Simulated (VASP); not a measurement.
# N (P6_3/mmc) in VASP: further runs

Runs on N. Level: r2SCAN. Tasks: relaxation of shape and atoms at fixed volume, single point.

Program: VASP 6.6.1. These are calculated values, not measurements. Logs are shortened: lines on timing, memory, paths and dates and some standing lists are left out, and cuts for length are marked.

**1. The cell of the first run**

Symmetry: P6_3/mmc, No. 194, hexagonal system. Conventional cell: a = 2.617 Å, b = 2.617 Å, c = 2.484 Å, α = 90.00°, β = 90.00°, γ = 120.00°. Within 2.6 Å of N (site symmetry -6m2) lie 8 N at 1.96 to 2.48 Å.

**2. Relaxation of shape and atoms at fixed volume, r2SCAN (volume scaled by 1.06)**

POSCAR reads:

```
N
1.0
    2.6171178673      0.0000000000      0.0000000000
   -1.3085589336      2.2664905578      0.0000000000
    0.0000000000      0.0000000000      2.4835012967
N
2
Direct
    0.6666666667      0.3333333333      0.2500000000
    0.3333333333      0.6666666667      0.7500000000
```

INCAR.step1 reads:

```
ALGO = Normal
EDIFF = 1E-4
ENCUT = 600
GGA = PE
ISMEAR = 0
LASPH = T
LCHARG = F
LREAL = F
LWAVE = T
NELM = 100
PREC = Accurate
SIGMA = 0.1
```

INCAR.step2 reads:

```
ALGO = Normal
EDIFF = 1E-6
EDIFFG = -0.01
ENCUT = 600
IBRION = 2
ISIF = 4
ISMEAR = 0
ISTART = 1
LASPH = T
LCHARG = F
LMIXTAU = T
LREAL = F
LWAVE = F
METAGGA = R2SCAN
NELM = 100
NSW = 50
PREC = Accurate
SIGMA = 0.1
```

KPOINTS reads:

```
k-points
0
Gamma
  18 18 18
```

Potentials or basis: VASP PAW PBE potentials, release 64 (N).

Run with:

```console
cat potpaw_PBE.64/N/POTCAR > POTCAR
cp INCAR.step1 INCAR
mpirun -np 1 vasp_std > vasp.out
cp INCAR.step2 INCAR
mpirun -np 1 vasp_std > vasp.out
```

OUTCAR:

```text
EDIFF = 1E-6
   EDIFFG = -0.01
   ENCUT = 600
   IBRION = 2
   ISIF = 4
   ISMEAR = 0
   ISTART = 1
   LASPH = T
   LREAL = F
   METAGGA = R2SCAN
   NELM = 100
   NSW = 50
   PREC = Accurate

 ion  position               nearest neighbor table
   1  0.667  0.333  0.250-
   2  0.333  0.667  0.750-

  LATTYP: Found a hexagonal cell.
 ALAT       =     2.6171178673
 C/A-ratio  =     0.9489451460

  Lattice vectors:

 A1 = (   2.6171178673,   0.0000000000,   0.0000000000)
 A2 = (  -1.3085589336,   2.2664905578,   0.0000000000)
 A3 = (   0.0000000000,   0.0000000000,   2.4835012967)

Analysis of symmetry for initial positions (statically):
=====================================================================
 Subroutine PRICEL returns:
 Original cell was already a primitive cell.

 Routine SETGRP: Setting up the symmetry group for a
 hexagonal supercell.

 Subroutine GETGRP returns: Found 24 space group operations
 (whereof 12 operations were pure point group operations)
 out of a pool of 24 trial point group operations.

The static configuration has the point symmetry D_3d.
 The point group associated with its full space group is D_6h.

Analysis of symmetry for dynamics (positions and initial velocities):
=====================================================================
 Subroutine PRICEL returns:
 Original cell was already a primitive cell.

 Routine SETGRP: Setting up the symmetry group for a
 hexagonal supercell.

 Subroutine GETGRP returns: Found 24 space group operations
 (whereof 12 operations were pure point group operations)
 out of a pool of 24 trial point group operations.

The dynamic configuration has the point symmetry D_3d.
 The point group associated with its full space group is D_6h.

 Subroutine INISYM returns: Found 24 space group operations
 (whereof 12 operations are pure point group operations),
 and found     1 'primitive' translations

----------------------------------------------------------------------------------------

                                     Primitive cell

  volume of cell :      14.7313

  direct lattice vectors                    reciprocal lattice vectors
     2.617117867  0.000000000  0.000000000     0.382099718  0.220605375  0.000000000
    -1.308558934  2.266490558  0.000000000     0.000000000  0.441210750  0.000000000
     0.000000000  0.000000000  2.483501297     0.000000000  0.000000000  0.402657330

  length of vectors
     2.617117867  2.617117867  2.483501297     0.441210750  0.441210750  0.402657330

  position of ions in fractional coordinates (direct lattice)
     0.666666667  0.333333333  0.250000000
     0.333333333  0.666666667  0.750000000

  ion indices of the primitive-cell ions
   primitive index   ion index
                 1           1
                 2           2

----------------------------------------------------------------------------------------

 KPOINTS: k-points

Automatic generation of k-mesh.
 Grid dimensions read from file:
 generate k-points for:   18   18   18

 Generating k-lattice:

  Cartesian coordinates                     Fractional coordinates (reciprocal lattice)
     0.021227762  0.012255854  0.000000000     0.055555556 -0.000000000  0.000000000
     0.000000000  0.024511708  0.000000000     0.000000000  0.055555556  0.000000000
     0.000000000  0.000000000  0.022369852     0.000000000  0.000000000  0.055555556

  Length of vectors
     0.024511708  0.024511708  0.022369852

  Shift w.r.t. Gamma in fractional coordinates (k-lattice)
     0.000000000  0.000000000  0.000000000

 Subroutine IBZKPT returns following result:
 ===========================================

 Found    370 irreducible k-points:

 Following reciprocal coordinates:
            Coordinates               Weight
  0.000000  0.000000  0.000000      1.000000
  0.055556 -0.000000  0.000000      6.000000
  0.111111 -0.000000  0.000000      6.000000
  0.166667 -0.000000  0.000000      6.000000
  0.222222  0.000000  0.000000      6.000000
  0.277778  0.000000  0.000000      6.000000
[... 16 lines left out ...]
  0.333333  0.111111  0.000000     12.000000
  0.388889  0.111111  0.000000     12.000000
 [... further k-points ...]
   k-points           NKPTS =    370   k-points in BZ     NKDIM =    370   number of bands    NBANDS=      9
   number of dos      NEDOS =    301   number of ions     NIONS =      2
   total plane-waves  NPLWV =  11520
   dimension x,y,z NGX =    24 NGY =   24 NGZ =   20
   dimension x,y,z NGXF=    48 NGYF=   48 NGZF=   40
   ions per type =               2
   NGX,Y,Z   is equivalent  to a cutoff of  15.25, 15.25, 13.39 a.u.
   NGXF,Y,Z  is equivalent  to a cutoff of  30.49, 30.49, 26.78 a.u.
 SYSTEM =  unknown system
   PREC   = accura    normal or accurate (medium, high low for compatibility)
   ISTART =      1    job   : 0-new  1-cont  2-samecut
   ICHARG =      0    charge: 1-file 2-atom 10-const
   ISPIN  =      1    spin polarized calculation?
   LNONCOLLINEAR =      F non collinear calculations
   LSORBIT =      F    spin-orbit coupling
   LASPH  =      T    aspherical Exc in radial PAW
   ENCUT  =  600.0 eV  44.10 Ry    6.64 a.u.   5.23  5.23  4.96*2*pi/ulx,y,z
   NELM   =    100;   NELMIN=  2; NELMDL=  0     # of ELM steps
   EDIFF  = 0.1E-05   stopping-criterion for ELM
   LREAL  =      F    real-space projection
   EDIFFG = -.1E-01   stopping-criterion for IOM
   NSW    =     50    number of steps for IOM
   IBRION =      2    ionic relax: 0-MD 1-quasi-New 2-CG
   NFREE  =      1    steps in history (QN), initial steepest desc. (CG)
   ISIF   =      4    stress and relaxation
   ISYM   =      2    0-nonsym 1-usesym 2-fastsym
   POTIM  = 0.5000    time-step for ionic-motion
   TEBEG  =    0.0;   TEEND  =   0.0 temperature during run
   PSTRESS=    0.0 pullay stress
   NELECT =      10.0000    total number of electrons
   NUPDOWN=      -1.0000    fix difference up-down
   EMIN   =  10.00;   EMAX   =-10.00  energy-range for DOS
   EFERMI =   0.00;   METHOD = LEGACY
   ISMEAR =     0;   SIGMA  =   0.10  broadening in eV -4-tet -1-fermi 0-gaus
   EFERMI_NEDOS =   21; number of points for ismear=-14 and -15
   IALGO  =     38    algorithm
   IMIX   =      4    mixing-type and parameters
     AMIX     =   0.40;   BMIX     =  1.00
     AMIX_MAG =   1.60;   BMIX_MAG =  1.00
  volume/ion in A,a.u.               =       7.37        49.71
  Fermi-wavevector in a.u.,A,eV,Ry     =   1.438780  2.718899 28.165244  2.070087
  Thomas-Fermi vector in A             =   2.557708
   LORBIT       =      0    0 simple, 1 ext, 2 COOP (PROOUT), +10 PAW based schemes
   METAGGA = R2SCAN    functional components
   LHFCALC =     F    Hartree Fock is set to
   AEXX    =    0.0000 exact exchange contribution
   IVDW    =     0    specifies the selected vdW correction
   LEPSILON=     F    determine dielectric tensor
   LRPA    =     F    only Hartree local field effects (RPA)
 conjugate gradient relaxation of ions
 non-spin polarized calculation
 Gauss-broadening in eV      SIGMA  =   0.10
  energy-cutoff  :      600.00
  volume of cell :       14.73
 maximum number of plane-waves:       504
 NGX is ok and might be reduce to    24
   NGX = 11   NGY = 11   NGZ =  9

--------------------------------------- Ionic step        1  -------------------------------------------

 number of electron      10.0000000 magnetization

 Free energy of the ion-electron system (eV)
  ---------------------------------------------------
  ext. energy  EPLUGINS =         0.00000000
  ---------------------------------------------------
  free energy    TOTEN  =       -10.67269825 eV

  energy without entropy =      -10.66900866  energy(sigma->0) =      -10.67085345

------------------------ aborting loop because EDIFF is reached ----------------------------------------

  FORCE on cell =-STRESS in cart. coord.  units (eV):
  Direction    XX          YY          ZZ          XY          YZ          ZX
  --------------------------------------------------------------------------------------
  -------------------------------------------------------------------------------------
  Total       -0.9418333     -0.9418333     -1.1273147     -0.0000000      0.0000000      0.0000000
  in kB     -102.4337426   -102.4337426   -122.6066882     -0.0000000      0.0000000      0.0000000
  external PRESSURE =    -109.1580578 kB  Pullay stress =       0.0000000 kB

 VOLUME and BASIS-vectors are now :
 -----------------------------------------------------------------------------
  energy-cutoff  :      600.00
  volume of cell :       14.73
      direct lattice vectors                 reciprocal lattice vectors
     2.617117867  0.000000000  0.000000000     0.382099718  0.220605375  0.000000000
    -1.308558934  2.266490558  0.000000000     0.000000000  0.441210750  0.000000000
     0.000000000  0.000000000  2.483501297     0.000000000  0.000000000  0.402657330
[... 37 lines left out ...]
 POSITION                                       TOTAL-FORCE (eV/Angst)
 -----------------------------------------------------------------------------------
      1.31051      0.75663      0.61902         0.000000     -0.000000     -0.000000
     -0.00000      1.51325      1.85707        -0.000000      0.000000      0.000000
 -----------------------------------------------------------------------------------
    total drift:                               -0.000000      0.000000      0.000000

  FREE ENERGIE OF THE ION-ELECTRON SYSTEM (eV)
  ---------------------------------------------------
  free  energy   TOTEN  =       -10.6728212761 eV

  energy  without entropy=      -10.6691791987  energy(sigma->0) =      -10.67100024

--------------------------------------- Ionic step        3  -------------------------------------------

 number of electron      10.0000000 magnetization

 Free energy of the ion-electron system (eV)
  ---------------------------------------------------
  ext. energy  EPLUGINS =         0.00000000
  ---------------------------------------------------
  free energy    TOTEN  =       -10.67287757 eV

  energy without entropy =      -10.66922166  energy(sigma->0) =      -10.67104961

 E-fermi :   5.5728     XC(G=0): -13.4408

 val. band max:        5.5727240067   @ k =   0.3333   0.3333   0.3333
 cond. band min:       5.5748684341   @ k =   0.3889   0.0556   0.4444
 fundamental gap:      0.0021444274
 Fermi energy:         5.5728317634

 k-point     1 :       0.0000    0.0000    0.0000
  band No.  band energies     occupation
      1     -16.4217      2.00000
      2      -1.3999      2.00000
      3       1.4122      2.00000
      4       3.0832      2.00000
      5       3.0832      2.00000
      6       8.3291      0.00000
      7       8.3291      0.00000
      8      11.5673      0.00000
      9      21.2543      0.00000

 k-point     2 :       0.0556   -0.0000    0.0000
  band No.  band energies     occupation
      1     -16.3522      2.00000
      2      -1.6110      2.00000
      3       1.4690      2.00000
      4       2.9716      2.00000
      5       3.1076      2.00000
      6       8.2969      0.00000
      7       8.4417      0.00000
      8      11.4772      0.00000
      9      21.4188      0.00000
[... 253 lines left out ...]
 k-point    24 :       0.3889    0.1111    0.0000
  band No.  band energies     occupation
      1     -12.3748      2.00000
      2      -8.7621      2.00000
      3      -0.5596      2.00000
      4       4.2558      2.00000
      5       4.4240      2.00000
      6       7.5472      0.00000
      7       8.2526      0.00000
      8      10.4492      0.00000
      9      20.7300      0.00000

 [... further k-points ...]
[... 5 lines left out ...]
  --------------------------------------------------------------------------------------
  -------------------------------------------------------------------------------------
  Total       -0.9896005     -0.9896005     -0.9896962     -0.0000000     -0.0000000      0.0000000
  in kB     -107.6289009   -107.6289009   -107.6393094     -0.0000000     -0.0000000      0.0000000
  external PRESSURE =    -107.6323704 kB  Pullay stress =       0.0000000 kB

 VOLUME and BASIS-vectors are now :
 -----------------------------------------------------------------------------
  energy-cutoff  :      600.00
  volume of cell :       14.73
      direct lattice vectors                 reciprocal lattice vectors
     2.619622257 -0.000000000  0.000000000     0.381734427  0.220394474 -0.000000000
    -1.309811128  2.268659423 -0.000000000     0.000000000  0.440788948 -0.000000000
     0.000000000  0.000000000  2.478755054     0.000000000  0.000000000  0.403428325

 POSITION                                       TOTAL-FORCE (eV/Angst)
 -----------------------------------------------------------------------------------
      1.30981      0.75622      0.61969        -0.000000     -0.000000      0.000000
     -0.00000      1.51244      1.85907         0.000000      0.000000     -0.000000
 -----------------------------------------------------------------------------------
    total drift:                               -0.000000      0.000000      0.000000

  FREE ENERGIE OF THE ION-ELECTRON SYSTEM (eV)
  ---------------------------------------------------
  free  energy   TOTEN  =       -10.6728775745 eV

  energy  without entropy=      -10.6692216554  energy(sigma->0) =      -10.67104961

 reached required accuracy - stopping structural energy minimisation
```

It took 1.9 min on 1 thread of Intel Xeon 6975P-C (Granite Rapids), shared host; peak memory 0.17 GiB.

What came out:

| Item | Value |
| --- | --- |
| Free energy | -10.6729 eV |
| Energy gained by relaxing | 0.1 meV/atom |
| Ionic steps | 3 |
| Pressure after relaxing | -10.8 GPa |
| Band gap on the k mesh | zero (band 5 reaches 6.47 eV, above the bottom of band 6 at 2.22 eV) |

Step by step:
```
step  energy change (eV)  largest force (eV/Å)  pressure (GPa)  volume (Å³)
   1              0.0000                0.0000          -10.92        14.73
   2             -0.0001                0.0000          -10.70        14.73
   3             -0.0002                0.0000          -10.76        14.73
```

Final structure:
```yaml
crystal:
  lattice:
    - [2.61962, 0.00000, 0.00000]
    - [-1.30981, 2.26866, 0.00000]
    - [0.00000, 0.00000, 2.47876]
  atoms:
    - { symbol: N, position: [0.66667, 0.33333, 0.25000] }
    - { symbol: N, position: [0.33333, 0.66667, 0.75000] }
```

Caveat: the cell differs from its parent crystal (volume scaled by 1.06); the PAW data sets were made with another functional, which shifts forces and pressure a little.

[end of part 1 of 2]
